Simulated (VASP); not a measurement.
# Zn (P6_3/mmc) in VASP: single point with PBE

Aim: the single point of Zn with PBE.

Everything below comes from runs of VASP 6.6.1. Logs are shortened: lines on timing, memory, paths and dates and some standing lists are left out, and cuts for length are marked.

### Step 1. The cell of the first run

Symmetry: P6_3/mmc, No. 194, hexagonal system. The conventional cell has a = 2.633 Å, b = 2.633 Å, c = 5.112 Å, α = 90.00°, β = 90.00°, γ = 120.00°. Zn (site symmetry -6m2) has 12 Zn at 2.63 to 2.97 Å within 3.5 Å.

### Step 2. Single point, PBE

Input file INCAR:

```
SYSTEM = Zn
PREC = Accurate ; ENCUT = 520
EDIFF = 1E-6 ; ISMEAR = 0
SIGMA = 0.05 ; LREAL = .False.
LASPH = .True. ; NELM = 60
ALGO = Normal ; ISIF = 2
LWAVE = .False. ; LCHARG = .False.
GGA = PE ; NBANDS = 19
```

Input file KPOINTS:

```
regular mesh
0
Gamma
  18 18 8
  0 0 0
```

Input file POSCAR:

```
Zn
1.0
    2.6325115351      0.0000000000      0.0000000000
   -1.3162557675      2.2798218651      0.0000000000
    0.0000000000      0.0000000000      5.1120046301
Zn
2
Direct
    0.3333333333      0.6666666667      0.7500000000
    0.6666666667      0.3333333333      0.2500000000
```

Potentials or basis: VASP PAW PBE potentials, release 64 (Zn).

On the command line:

```sh
$ cat potpaw_PBE.64/Zn/POTCAR > POTCAR
$ mpirun -np 1 vasp_std > vasp.out
```

OUTCAR:

```text
SYSTEM = Zn
   PREC = Accurate
   ENCUT = 520
   EDIFF = 1E-6
   ISMEAR = 0
   LREAL = .False.
   LASPH = .True.
   NELM = 60
   ISIF = 2
   GGA = PE

 ion  position               nearest neighbor table
   1  0.333  0.667  0.750-   2 2.97   2 2.97   2 2.97   2 2.97   2 2.97   2 2.97
   2  0.667  0.333  0.250-   1 2.97   1 2.97   1 2.97   1 2.97   1 2.97   1 2.97

  LATTYP: Found a hexagonal cell.
 ALAT       =     2.6325115351
 C/A-ratio  =     1.9418735918

  Lattice vectors:

 A1 = (   2.6325115351,   0.0000000000,   0.0000000000)
 A2 = (  -1.3162557675,   2.2798218651,   0.0000000000)
 A3 = (   0.0000000000,   0.0000000000,   5.1120046301)

Analysis of symmetry for initial positions (statically):
=====================================================================
 Subroutine PRICEL returns:
 Original cell was already a primitive cell.

 Routine SETGRP: Setting up the symmetry group for a
 hexagonal supercell.

 Subroutine GETGRP returns: Found 24 space group operations
 (whereof 12 operations were pure point group operations)
 out of a pool of 24 trial point group operations.

The static configuration has the point symmetry D_3d.
 The point group associated with its full space group is D_6h.

Analysis of symmetry for dynamics (positions and initial velocities):
=====================================================================
 Subroutine PRICEL returns:
 Original cell was already a primitive cell.

 Routine SETGRP: Setting up the symmetry group for a
 hexagonal supercell.

 Subroutine GETGRP returns: Found 24 space group operations
 (whereof 12 operations were pure point group operations)
 out of a pool of 24 trial point group operations.

The dynamic configuration has the point symmetry D_3d.
 The point group associated with its full space group is D_6h.

 Subroutine INISYM returns: Found 24 space group operations
 (whereof 12 operations are pure point group operations),
 and found     1 'primitive' translations

----------------------------------------------------------------------------------------

                                     Primitive cell

  volume of cell :      30.6805

  direct lattice vectors                    reciprocal lattice vectors
     2.632511535  0.000000000  0.000000000     0.379865382  0.219315381  0.000000000
    -1.316255767  2.279821865  0.000000000     0.000000000  0.438630761  0.000000000
[... 76 lines left out ...]
   PREC   = accura    normal or accurate (medium, high low for compatibility)
   ISTART =      0    job   : 0-new  1-cont  2-samecut
   ICHARG =      2    charge: 1-file 2-atom 10-const
   ISPIN  =      1    spin polarized calculation?
   LNONCOLLINEAR =      F non collinear calculations
   LSORBIT =      F    spin-orbit coupling
   LASPH  =      T    aspherical Exc in radial PAW
   ENCUT  =  520.0 eV  38.22 Ry    6.18 a.u.   4.89  4.89  9.50*2*pi/ulx,y,z
   NELM   =     60;   NELMIN=  2; NELMDL= -5     # of ELM steps
   EDIFF  = 0.1E-05   stopping-criterion for ELM
   LREAL  =      F    real-space projection
   EDIFFG = 0.1E-04   stopping-criterion for IOM
   NSW    =      0    number of steps for IOM
   IBRION =     -1    ionic relax: 0-MD 1-quasi-New 2-CG
   NFREE  =      0    steps in history (QN), initial steepest desc. (CG)
   ISIF   =      2    stress and relaxation
   ISYM   =      2    0-nonsym 1-usesym 2-fastsym
   POTIM  = 0.5000    time-step for ionic-motion
   TEBEG  =    0.0;   TEEND  =   0.0 temperature during run
   PSTRESS=    0.0 pullay stress
   NELECT =      24.0000    total number of electrons
   NUPDOWN=      -1.0000    fix difference up-down
   EMIN   =  10.00;   EMAX   =-10.00  energy-range for DOS
   EFERMI =   0.00;   METHOD = LEGACY
   ISMEAR =     0;   SIGMA  =   0.05  broadening in eV -4-tet -1-fermi 0-gaus
   EFERMI_NEDOS =   21; number of points for ismear=-14 and -15
   IALGO  =     38    algorithm
   IMIX   =      4    mixing-type and parameters
     AMIX     =   0.40;   BMIX     =  1.00
     AMIX_MAG =   1.60;   BMIX_MAG =  1.00
  volume/ion in A,a.u.               =      15.34       103.52
  Fermi-wavevector in a.u.,A,eV,Ry     =   1.508427  2.850515 30.958063  2.275353
  Thomas-Fermi vector in A             =   2.618883
   LORBIT       =      0    0 simple, 1 ext, 2 COOP (PROOUT), +10 PAW based schemes
   GGA     = PE    functional components
   LHFCALC =     F    Hartree Fock is set to
   AEXX    =    0.0000 exact exchange contribution
   IVDW    =     0    specifies the selected vdW correction
   LEPSILON=     F    determine dielectric tensor
   LRPA    =     F    only Hartree local field effects (RPA)
 non-spin polarized calculation
 Gauss-broadening in eV      SIGMA  =   0.05
  energy-cutoff  :      520.00
  volume of cell :       30.68
 maximum number of plane-waves:       849
 NGX is ok and might be reduce to    20
   NGX =  9   NGY =  9   NGZ = 19

 number of electron      23.9999998 magnetization

 Free energy of the ion-electron system (eV)
  ---------------------------------------------------
  ext. energy  EPLUGINS =         0.00000000
  ---------------------------------------------------
  free energy    TOTEN  =        -2.22000624 eV

  energy without entropy =       -2.21967557  energy(sigma->0) =       -2.21984090

 E-fermi :   3.0272     XC(G=0): -11.4950

 val. band max:        2.9613167769   @ k =   0.3889   0.0556   0.0000
 cond. band min:       3.0273022226   @ k =   0.0556   0.0556   0.2500
 fundamental gap:      0.0659854458
 Fermi energy:         3.0271596533

 k-point     1 :       0.0000    0.0000    0.0000
  band No.  band energies     occupation
      1      -7.3029      2.00000
      2      -5.6335      2.00000
      3      -4.9196      2.00000
      4      -4.6463      2.00000
      5      -4.6463      2.00000
      6      -4.6072      2.00000
[... 505 lines left out ...]
      6      -4.4767      2.00000
[... 11 lines left out ...]
     18      15.9993      0.00000
     19      17.5783      0.00000

 [... further k-points ...]
[... 5 lines left out ...]
  --------------------------------------------------------------------------------------
  -------------------------------------------------------------------------------------
  Total        0.0842144      0.0842144      0.0329140      0.0000000      0.0000000      0.0000000
  in kB        4.3977915      4.3977915      1.7188121      0.0000000      0.0000000      0.0000000
  external PRESSURE =       3.5047983 kB  Pullay stress =       0.0000000 kB

 VOLUME and BASIS-vectors are now :
 -----------------------------------------------------------------------------
  energy-cutoff  :      520.00
  volume of cell :       30.68
      direct lattice vectors                 reciprocal lattice vectors
     2.632511535  0.000000000  0.000000000     0.379865382  0.219315381  0.000000000
    -1.316255767  2.279821865  0.000000000     0.000000000  0.438630761  0.000000000
     0.000000000  0.000000000  5.112004630     0.000000000  0.000000000  0.195617976

 POSITION                                       TOTAL-FORCE (eV/Angst)
 -----------------------------------------------------------------------------------
     -0.00000      1.51988      3.83400         0.000000     -0.000000     -0.000000
      1.31626      0.75994      1.27800         0.000000      0.000000      0.000000
 -----------------------------------------------------------------------------------
    total drift:                               -0.000000      0.000000      0.000000

  FREE ENERGIE OF THE ION-ELECTRON SYSTEM (eV)
  ---------------------------------------------------
  free  energy   TOTEN  =        -2.2200062366 eV

  energy  without entropy=       -2.2196755718  energy(sigma->0) =       -2.21984090
```

stdout:

```text
POSCAR found type information on POSCAR Zn
 POSCAR found :  1 types and       2 ions
 scaLAPACK will be used
 LDA part: xc-table for (Slater+PW92), standard interpolation
 POSCAR, INCAR and KPOINTS ok, starting setup
 FFT: planning ... GRIDC
 FFT: planning ... GRID_SOFT
 FFT: planning ... GRID
 WAVECAR not read
 entering main loop
```

Wall time 63 s (1 thread of Intel Xeon Platinum 8259CL at 2.50GHz (Skylake/Cascade Lake), shared host); peak memory 0.21 GiB.

Results:

```yaml
Free_energy: -2.2200 eV
Pressure: 0.4 GPa
Band_gap_on_the_k_mesh: zero (band 12 reaches 4.81 eV, above the bottom of band 13 at -0.50 eV)
```
